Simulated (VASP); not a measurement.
# SmMg3Al (Pm-3m) in VASP: notebook

Runs on SmMg3Al. Level: PBE. Tasks: single point, relaxation of cell and atoms.

Program: VASP 6.6.1. These are calculated values, not measurements. Logs are shortened: lines on timing, memory, paths and dates and some standing lists are left out, and cuts for length are marked.

### Step 1. The cell of the first run

The structure is cubic, space group Pm-3m (No. 221). The conventional cell has a = 4.305 Å, b = 4.305 Å, c = 4.305 Å, α = 90.00°, β = 90.00°, γ = 90.00°. Sm (site symmetry m-3m) has 6 Mg at 2.15 Å within 2.8 Å. Within 2.8 Å of Mg (site symmetry 4/mmm) lie 2 Sm at 2.15 Å. Within 4.0 Å of Al (site symmetry m-3m) lie 12 Mg at 3.04 Å and 8 Sm at 3.73 Å.

The cell was generated, and may not be a known phase.

### Step 2. Single point, PBE

Input file INCAR:

```
PREC = Accurate
ENCUT = 600
EDIFF = 1E-6
ISMEAR = 0
SIGMA = 0.1
LREAL = F
LASPH = T
NELM = 200
ALGO = Normal
ISIF = 2
LWAVE = F
LCHARG = T
GGA = PE
LELF = T
LVHAR = T
NBANDS = 18
GGA_COMPAT = F
LMAXMIX = 6
```

Input file KPOINTS:

```
Automatic mesh
0
Gamma
  4 4 4
```

Input file POSCAR:

```
SmMg3Al
1.0
    4.3045624000      0.0000000000      0.0000000000
    0.0000000000      4.3045624000      0.0000000000
    0.0000000000      0.0000000000      4.3045624000
Sm Mg Al
1 3 1
Direct
    0.0000000000      0.0000000000      0.0000000000
    0.0000000000      0.0000000000      0.5000000000
    0.5000000000      0.0000000000      0.0000000000
    0.0000000000      0.5000000000      0.0000000000
    0.5000000000      0.5000000000      0.5000000000
```

Potentials or basis: VASP PAW PBE potentials, release 64 (Sm_3, Mg, Al), 4f in core.

The run is started by

```console
$ cat potpaw_PBE.64/Sm_3/POTCAR potpaw_PBE.64/Mg/POTCAR potpaw_PBE.64/Al/POTCAR > POTCAR
$ mpirun -np 1 vasp_std > vasp.out
```

OUTCAR:

```text
PREC = Accurate
   ENCUT = 600
   EDIFF = 1E-6
   ISMEAR = 0
   LREAL = F
   LASPH = T
   NELM = 200
   ISIF = 2
   GGA = PE

 ion  position               nearest neighbor table
   1  0.000  0.000  0.000-   2 2.15   3 2.15   4 2.15   2 2.15   4 2.15   3 2.15
   2  0.000  0.000  0.500-   1 2.15   1 2.15   4 3.04   5 3.04   3 3.04   3 3.04   4 3.04   4 3.04
                             5 3.04   4 3.04   3 3.04   5 3.04   3 3.04   5 3.04
   3  0.500  0.000  0.000-   1 2.15   1 2.15   4 3.04   5 3.04   2 3.04   5 3.04   4 3.04   5 3.04
                             5 3.04   2 3.04   2 3.04   4 3.04   2 3.04   4 3.04
   4  0.000  0.500  0.000-   1 2.15   1 2.15   3 3.04   5 3.04   2 3.04   5 3.04   2 3.04   2 3.04
                             3 3.04   2 3.04   3 3.04   5 3.04   5 3.04   3 3.04
   5  0.500  0.500  0.500-   2 3.04   3 3.04   4 3.04   3 3.04   4 3.04   2 3.04   3 3.04   3 3.04
                             2 3.04   4 3.04   4 3.04   2 3.04

  LATTYP: Found a simple cubic cell.
 ALAT       =     4.3045624000

  Lattice vectors:

 A1 = (   4.3045624000,   0.0000000000,   0.0000000000)
 A2 = (   0.0000000000,   4.3045624000,   0.0000000000)
 A3 = (   0.0000000000,   0.0000000000,   4.3045624000)

Analysis of symmetry for initial positions (statically):
=====================================================================
 Subroutine PRICEL returns:
 Original cell was already a primitive cell.

 Routine SETGRP: Setting up the symmetry group for a
 simple cubic supercell.

 Subroutine GETGRP returns: Found 48 space group operations
 (whereof 48 operations were pure point group operations)
 out of a pool of 48 trial point group operations.

The static configuration has the point symmetry O_h .

Analysis of symmetry for dynamics (positions and initial velocities):
=====================================================================
 Subroutine PRICEL returns:
 Original cell was already a primitive cell.

 Routine SETGRP: Setting up the symmetry group for a
 simple cubic supercell.

 Subroutine GETGRP returns: Found 48 space group operations
 (whereof 48 operations were pure point group operations)
 out of a pool of 48 trial point group operations.

The dynamic configuration has the point symmetry O_h .

 Subroutine INISYM returns: Found 48 space group operations
 (whereof 48 operations are pure point group operations),
 and found     1 'primitive' translations

----------------------------------------------------------------------------------------

                                     Primitive cell

  volume of cell :      79.7603

  direct lattice vectors                    reciprocal lattice vectors
     4.304562400  0.000000000  0.000000000     0.232311651  0.000000000  0.000000000
     0.000000000  4.304562400  0.000000000     0.000000000  0.232311651  0.000000000
     0.000000000  0.000000000  4.304562400     0.000000000  0.000000000  0.232311651

  length of vectors
     4.304562400  4.304562400  4.304562400     0.232311651  0.232311651  0.232311651

  position of ions in fractional coordinates (direct lattice)
     0.000000000  0.000000000  0.000000000
     0.000000000  0.000000000  0.500000000
     0.500000000  0.000000000  0.000000000
     0.000000000  0.500000000  0.000000000
     0.500000000  0.500000000  0.500000000

  ion indices of the primitive-cell ions
   primitive index   ion index
                 1           1
                 2           2
                 3           3
                 4           4
                 5           5

----------------------------------------------------------------------------------------

 KPOINTS: Automatic mesh

Automatic generation of k-mesh.
 Grid dimensions read from file:
 generate k-points for:    4    4    4

 Generating k-lattice:

  Cartesian coordinates                     Fractional coordinates (reciprocal lattice)
     0.058077913  0.000000000  0.000000000     0.250000000  0.000000000  0.000000000
     0.000000000  0.058077913  0.000000000     0.000000000  0.250000000  0.000000000
     0.000000000  0.000000000  0.058077913     0.000000000  0.000000000  0.250000000

  Length of vectors
     0.058077913  0.058077913  0.058077913

  Shift w.r.t. Gamma in fractional coordinates (k-lattice)
     0.000000000  0.000000000  0.000000000

 Subroutine IBZKPT returns following result:
 ===========================================

 Found     10 irreducible k-points:

 Following reciprocal coordinates:
            Coordinates               Weight
  0.000000  0.000000  0.000000      1.000000
  0.250000  0.000000  0.000000      6.000000
  0.500000  0.000000  0.000000      3.000000
  0.250000  0.250000  0.000000     12.000000
  0.500000  0.250000  0.000000     12.000000
  0.500000  0.500000  0.000000      3.000000
  0.250000  0.250000  0.250000      8.000000
  0.500000  0.250000  0.250000     12.000000
  0.500000  0.500000  0.250000      6.000000
  0.500000  0.500000  0.500000      1.000000
   k-points           NKPTS =     10   k-points in BZ     NKDIM =     10   number of bands    NBANDS=     18
   number of dos      NEDOS =    301   number of ions     NIONS =      5
   total plane-waves  NPLWV =  46656
   dimension x,y,z NGX =    36 NGY =   36 NGZ =   36
   dimension x,y,z NGXF=    72 NGYF=   72 NGZF=   72
   ions per type =               1   3   1
   NGX,Y,Z   is equivalent  to a cutoff of  13.90, 13.90, 13.90 a.u.
   NGXF,Y,Z  is equivalent  to a cutoff of  27.81, 27.81, 27.81 a.u.
 SYSTEM =  unknown system
   PREC   = accura    normal or accurate (medium, high low for compatibility)
   ISTART =      0    job   : 0-new  1-cont  2-samecut
   ICHARG =      2    charge: 1-file 2-atom 10-const
   ISPIN  =      1    spin polarized calculation?
   LNONCOLLINEAR =      F non collinear calculations
   LSORBIT =      F    spin-orbit coupling
   LASPH  =      T    aspherical Exc in radial PAW
   ENCUT  =  600.0 eV  44.10 Ry    6.64 a.u.   8.60  8.60  8.60*2*pi/ulx,y,z
   NELM   =    200;   NELMIN=  2; NELMDL= -5     # of ELM steps
   EDIFF  = 0.1E-05   stopping-criterion for ELM
   LREAL  =      F    real-space projection
   EDIFFG = 0.1E-04   stopping-criterion for IOM
   NSW    =      0    number of steps for IOM
   IBRION =     -1    ionic relax: 0-MD 1-quasi-New 2-CG
   NFREE  =      0    steps in history (QN), initial steepest desc. (CG)
   ISIF   =      2    stress and relaxation
   ISYM   =      2    0-nonsym 1-usesym 2-fastsym
   POTIM  = 0.5000    time-step for ionic-motion
   TEBEG  =    0.0;   TEEND  =   0.0 temperature during run
   PSTRESS=    0.0 pullay stress
   NELECT =      20.0000    total number of electrons
   NUPDOWN=      -1.0000    fix difference up-down
   EMIN   =  10.00;   EMAX   =-10.00  energy-range for DOS
   EFERMI =   0.00;   METHOD = LEGACY
   ISMEAR =     0;   SIGMA  =   0.10  broadening in eV -4-tet -1-fermi 0-gaus
   EFERMI_NEDOS =   21; number of points for ismear=-14 and -15
   IALGO  =     38    algorithm
   IMIX   =      4    mixing-type and parameters
     AMIX     =   0.40;   BMIX     =  1.00
     AMIX_MAG =   1.60;   BMIX_MAG =  1.00
  volume/ion in A,a.u.               =      15.95       107.65
  Fermi-wavevector in a.u.,A,eV,Ry     =   1.032339  1.950839 14.500063  1.065725
  Thomas-Fermi vector in A             =   2.166532
   LORBIT       =      0    0 simple, 1 ext, 2 COOP (PROOUT), +10 PAW based schemes
   GGA     = PE    functional components
   LHFCALC =     F    Hartree Fock is set to
   AEXX    =    0.0000 exact exchange contribution
   IVDW    =     0    specifies the selected vdW correction
   LEPSILON=     F    determine dielectric tensor
   LRPA    =     F    only Hartree local field effects (RPA)
 non-spin polarized calculation
 Gauss-broadening in eV      SIGMA  =   0.10
  energy-cutoff  :      600.00
  volume of cell :       79.76
 maximum number of plane-waves:      2680
 NGX is ok and might be reduce to    36
   NGX = 17   NGY = 17   NGZ = 17

 number of electron      20.0000000 magnetization

 Free energy of the ion-electron system (eV)
  ---------------------------------------------------
  ext. energy  EPLUGINS =         0.00000000
  ---------------------------------------------------
  free energy    TOTEN  =         3.30700666 eV

  energy without entropy =        3.32813974  energy(sigma->0) =        3.31757320

 E-fermi :   5.5326     XC(G=0): -10.4909

 val. band max:        5.5307669055   @ k =   0.0000   0.0000   0.0000
 cond. band min:       5.5371845490   @ k =   0.5000   0.2500   0.2500
 fundamental gap:      0.0064176435
 Fermi energy:         5.5325508991

 k-point     1 :       0.0000    0.0000    0.0000
  band No.  band energies     occupation
      1     -35.4006      2.00000
      2     -15.3251      2.00000
      3     -15.3251      2.00000
      4     -15.3251      2.00000
      5      -2.2402      2.00000
      6       3.7489      2.00000
[... 10 lines left out ...]
     17      12.3233      0.00000
     18      12.3233      0.00000

 k-point     2 :       0.2500    0.0000    0.0000
  band No.  band energies     occupation
      1     -35.3825      2.00000
      2     -15.4799      2.00000
      3     -15.3259      2.00000
      4     -15.3259      2.00000
      5      -1.6657      2.00000
      6       2.4103      2.00000
[... 10 lines left out ...]
     17      11.6118      0.00000
     18      11.8663      0.00000

 k-point     3 :       0.5000    0.0000    0.0000
  band No.  band energies     occupation
      1     -35.3643      2.00000
      2     -15.6302      2.00000
      3     -15.3267      2.00000
      4     -15.3267      2.00000
      5      -0.4729      2.00000
      6       0.5259      2.00000
[... 118 lines left out ...]
 k-point     9 :       0.5000    0.5000    0.2500
  band No.  band energies     occupation
      1     -35.3097      2.00000
      2     -15.6256      2.00000
      3     -15.6256      2.00000
      4     -15.4786      2.00000
      5       0.2537      2.00000
      6       2.0003      2.00000
[... 10 lines left out ...]
     17      10.8248      0.00000
     18      13.1934      0.00000

 k-point    10 :       0.5000    0.5000    0.5000
  band No.  band energies     occupation
      1     -35.2914      2.00000
      2     -15.6246      2.00000
      3     -15.6246      2.00000
      4     -15.6246      2.00000
      5       1.6471      2.00000
      6       1.6471      2.00000
[... 10 lines left out ...]
     17      10.0879      0.00000
     18      16.0344      0.00000

------------------------ aborting loop because EDIFF is reached ----------------------------------------

  FORCE on cell =-STRESS in cart. coord.  units (eV):
  Direction    XX          YY          ZZ          XY          YZ          ZX
  --------------------------------------------------------------------------------------
  -------------------------------------------------------------------------------------
  Total       29.6257913     29.6257913     29.6257913      0.0000000      0.0000000     -0.0000000
  in kB      595.1048889    595.1048889    595.1048889      0.0000000      0.0000000     -0.0000000
  external PRESSURE =     595.1048889 kB  Pullay stress =       0.0000000 kB

 VOLUME and BASIS-vectors are now :
 -----------------------------------------------------------------------------
  energy-cutoff  :      600.00
  volume of cell :       79.76
      direct lattice vectors                 reciprocal lattice vectors
     4.304562400  0.000000000  0.000000000     0.232311651  0.000000000  0.000000000
     0.000000000  4.304562400  0.000000000     0.000000000  0.232311651  0.000000000
     0.000000000  0.000000000  4.304562400     0.000000000  0.000000000  0.232311651

 POSITION                                       TOTAL-FORCE (eV/Angst)
 -----------------------------------------------------------------------------------
      0.00000      0.00000      0.00000         0.000000      0.000000      0.000000
      0.00000      0.00000      2.15228         0.000000      0.000000      0.000000
      2.15228      0.00000      0.00000         0.000000      0.000000      0.000000
      0.00000      2.15228      0.00000         0.000000      0.000000      0.000000
      2.15228      2.15228      2.15228         0.000000      0.000000      0.000000
 -----------------------------------------------------------------------------------
    total drift:                                0.000000     -0.000000     -0.000000

  FREE ENERGIE OF THE ION-ELECTRON SYSTEM (eV)
  ---------------------------------------------------
  free  energy   TOTEN  =         3.3070066629 eV

  energy  without entropy=        3.3281397356  energy(sigma->0) =        3.31757320
```

Run time: 9.7 s. Hardware: 1 thread of Intel Xeon 6975P-C (Granite Rapids), shared host; peak memory 0.21 GiB.

Results:

- Free energy: 3.3070 eV
- Pressure: 59.5 GPa
- Band gap on the k mesh: zero (bands 10 and 11 overlap by 0.78 eV)

Caveat: the k points lie up to 0.36 Å⁻¹ apart, too coarse for converged energies and pressures of a metal; spin-orbit coupling is left out, which moves the levels of the heavy elements; the 4f electrons are frozen in the core, so they carry no moment and show no levels. Spin polarisation is off, so any magnetic state and its effect on volume and gap are missing.

(Part 1 of 2 ends here.)

The gap in the log of VASP goes by the Fermi energy; the results here count the filled bands.